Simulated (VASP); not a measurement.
# CaSe (Fm-3m) in VASP: single point with LDA

Aim: the single point of CaSe with LDA.

Program: VASP 6.6.1. These are calculated values, not measurements. Logs are shortened: lines on timing, memory, paths and dates and some standing lists are left out, and cuts for length are marked.

## (1) The cell of the first run

Symmetry: Fm-3m, No. 225, cubic system. The conventional cell has a = 5.912 Å, b = 5.912 Å, c = 5.912 Å, α = 90.00°, β = 90.00°, γ = 90.00°. Ca (site symmetry m-3m) has 6 Se at 2.96 Å within 3.9 Å. Within 3.9 Å of Se (site symmetry m-3m) lie 6 Ca at 2.96 Å.

## (2) Single point, LDA

Contents of INCAR:

```
SYSTEM = CaSe
ALGO     = Normal         ! electronic algorithm
EDIFF    = 1E-6           ! SCF threshold, eV
ENCUT    = 520            ! plane-wave cutoff, eV
ISIF     = 2              ! what is computed and relaxed
ISMEAR   = 1              ! smearing method
LASPH    = .True.         ! aspherical terms in the spheres
LCHARG   = .False.        ! write CHGCAR
LREAL    = .False.        ! projectors in reciprocal space
LWAVE    = .False.        ! write WAVECAR
NBANDS   = 15             ! bands
NELM     = 100            ! most SCF steps
PREC     = Accurate       ! precision mode
SIGMA    = 0.05           ! smearing width, eV
```

Contents of KPOINTS:

```
k-points
0
Gamma
  4 4 4
  0 0 0
```

Contents of POSCAR:

```
CaSe
1.0
    0.0000000000      2.9560000000      2.9560000000
    2.9560000000      0.0000000000      2.9560000000
    2.9560000000      2.9560000000      0.0000000000
Ca Se
1 1
Direct
    0.0000000000      0.0000000000      0.0000000000
    0.5000000000      0.5000000000      0.5000000000
```

Potentials or basis: VASP PAW LDA potentials, release 64 (Ca_sv, Se).

Command:

```
$ cat potpaw_LDA.64/Ca_sv/POTCAR potpaw_LDA.64/Se/POTCAR > POTCAR
$ mpirun -np 1 vasp_std > vasp.out
```

OUTCAR:

```text
SYSTEM = CaSe
   EDIFF = 1E-6
   ENCUT = 520
   ISIF = 2
   ISMEAR = 1
   LASPH = .True.
   LREAL = .False.
   NELM = 100
   PREC = Accurate

 ion  position               nearest neighbor table
   1  0.000  0.000  0.000-   2 2.96   2 2.96   2 2.96   2 2.96   2 2.96   2 2.96
   2  0.500  0.500  0.500-   1 2.96   1 2.96   1 2.96   1 2.96   1 2.96   1 2.96

  LATTYP: Found a face centered cubic cell.
 ALAT       =     5.9120000000

  Lattice vectors:

 A1 = (   0.0000000000,   2.9560000000,   2.9560000000)
 A2 = (   2.9560000000,   0.0000000000,   2.9560000000)
 A3 = (   2.9560000000,   2.9560000000,   0.0000000000)

Analysis of symmetry for initial positions (statically):
=====================================================================
 Subroutine PRICEL returns:
 Original cell was already a primitive cell.

 Routine SETGRP: Setting up the symmetry group for a
 face centered cubic supercell.

 Subroutine GETGRP returns: Found 48 space group operations
 (whereof 48 operations were pure point group operations)
 out of a pool of 48 trial point group operations.

The static configuration has the point symmetry O_h .

Analysis of symmetry for dynamics (positions and initial velocities):
=====================================================================
 Subroutine PRICEL returns:
 Original cell was already a primitive cell.

 Routine SETGRP: Setting up the symmetry group for a
 face centered cubic supercell.

 Subroutine GETGRP returns: Found 48 space group operations
 (whereof 48 operations were pure point group operations)
 out of a pool of 48 trial point group operations.

The dynamic configuration has the point symmetry O_h .

 Subroutine INISYM returns: Found 48 space group operations
 (whereof 48 operations are pure point group operations),
 and found     1 'primitive' translations

----------------------------------------------------------------------------------------

                                     Primitive cell

  volume of cell :      51.6587

  direct lattice vectors                    reciprocal lattice vectors
     0.000000000  2.956000000  2.956000000    -0.169147497  0.169147497  0.169147497
     2.956000000  0.000000000  2.956000000     0.169147497 -0.169147497  0.169147497
     2.956000000  2.956000000  0.000000000     0.169147497  0.169147497 -0.169147497

  length of vectors
     4.180415290  4.180415290  4.180415290     0.292972058  0.292972058  0.292972058

  position of ions in fractional coordinates (direct lattice)
     0.000000000  0.000000000  0.000000000
[... 72 lines left out ...]
   NELECT =      16.0000    total number of electrons
   NUPDOWN=      -1.0000    fix difference up-down
   EMIN   =  10.00;   EMAX   =-10.00  energy-range for DOS
   EFERMI =   0.00;   METHOD = LEGACY
   ISMEAR =     1;   SIGMA  =   0.05  broadening in eV -4-tet -1-fermi 0-gaus
   EFERMI_NEDOS =   21; number of points for ismear=-14 and -15
   IALGO  =     38    algorithm
   IMIX   =      4    mixing-type and parameters
     AMIX     =   0.40;   BMIX     =  1.00
     AMIX_MAG =   1.60;   BMIX_MAG =  1.00
  volume/ion in A,a.u.               =      25.83       174.30
  Fermi-wavevector in a.u.,A,eV,Ry     =   1.107645  2.093145 16.692666  1.226876
  Thomas-Fermi vector in A             =   2.244161
   LORBIT       =      0    0 simple, 1 ext, 2 COOP (PROOUT), +10 PAW based schemes
   GGA     = CA    functional components
   LHFCALC =     F    Hartree Fock is set to
   AEXX    =    0.0000 exact exchange contribution
   IVDW    =     0    specifies the selected vdW correction
   LEPSILON=     F    determine dielectric tensor
   LRPA    =     F    only Hartree local field effects (RPA)
 non-spin polarized calculation
 Methfessel and Paxton  Order N= 1 SIGMA  =   0.05
  energy-cutoff  :      520.00
  volume of cell :       51.66
 maximum number of plane-waves:      1411
   NGX = 15   NGY = 15   NGZ = 15

 number of electron      15.9999999 magnetization

 Free energy of the ion-electron system (eV)
  ---------------------------------------------------
  ext. energy  EPLUGINS =         0.00000000
  ---------------------------------------------------
  free energy    TOTEN  =       -10.53870992 eV

  energy without entropy =      -10.53884581  energy(sigma->0) =      -10.53875522

 E-fermi :   2.4154     XC(G=0):  -9.5009

 val. band max:        2.3732647649   @ k =   0.0000   0.0000   0.0000
 cond. band min:       4.2196566959   @ k =   0.5000   0.5000   0.0000
 fundamental gap:      1.8463919310
 Fermi energy:         2.4153587807

 k-point     1 :       0.0000    0.0000    0.0000
  band No.  band energies     occupation
      1     -36.9171      2.00000
      2     -18.2080      2.00000
      3     -18.2080      2.00000
      4     -18.2080      2.00000
      5      -9.4695      2.00000
      6       2.3733      2.00000
      7       2.3733      2.00000
      8       2.3733      2.00000
      9       5.4786      0.00000
     10       5.9036      0.00000
     11       5.9036      0.00000
     12       5.9036      0.00000
     13       6.5146      0.00000
     14       6.5146      0.00000
[... 113 lines left out ...]
      2     -18.2700      2.00000
      3     -18.2700      2.00000
      4     -18.2507      2.00000
      5      -8.7941      2.00000
      6       0.3563      2.00000
      7       0.3563      2.00000
      8       0.6533      2.00000
      9       6.6166      0.00000
     10       6.6166      0.00000
     11       7.4597      0.00000
     12       7.9761      0.00000
     13       8.2598      0.00000
     14      10.8513      0.00000
     15      11.2023      0.00000

------------------------ aborting loop because EDIFF is reached ----------------------------------------

  FORCE on cell =-STRESS in cart. coord.  units (eV):
  Direction    XX          YY          ZZ          XY          YZ          ZX
  --------------------------------------------------------------------------------------
  -------------------------------------------------------------------------------------
  Total       -0.8888699     -0.8888699     -0.8888699      0.0000000      0.0000000     -0.0000000
  in kB      -27.5680150    -27.5680150    -27.5680150      0.0000000      0.0000000     -0.0000000
  external PRESSURE =     -27.5680150 kB  Pullay stress =       0.0000000 kB

 VOLUME and BASIS-vectors are now :
 -----------------------------------------------------------------------------
  energy-cutoff  :      520.00
  volume of cell :       51.66
      direct lattice vectors                 reciprocal lattice vectors
     0.000000000  2.956000000  2.956000000    -0.169147497  0.169147497  0.169147497
     2.956000000  0.000000000  2.956000000     0.169147497 -0.169147497  0.169147497
     2.956000000  2.956000000  0.000000000     0.169147497  0.169147497 -0.169147497

 POSITION                                       TOTAL-FORCE (eV/Angst)
 -----------------------------------------------------------------------------------
      0.00000      0.00000      0.00000         0.000000     -0.000000      0.000000
      2.95600      2.95600      2.95600         0.000000      0.000000     -0.000000
 -----------------------------------------------------------------------------------
    total drift:                                0.000000     -0.000000     -0.000000

  FREE ENERGIE OF THE ION-ELECTRON SYSTEM (eV)
  ---------------------------------------------------
  free  energy   TOTEN  =       -10.5387099221 eV

  energy  without entropy=      -10.5388458105  energy(sigma->0) =      -10.53875522
```

It took 10 s on 1 thread of Intel Xeon Platinum 8375C at 2.90GHz (Ice Lake), shared host; peak memory 0.15 GiB.

What came out:

```yaml
Free_energy: -10.5387 eV
Pressure: -2.8 GPa
Band_gap_on_the_k_mesh: 1.85 eV, indirect (least direct gap 2.79 eV)
```

Caveat: the k points lie up to 0.46 Å⁻¹ apart.
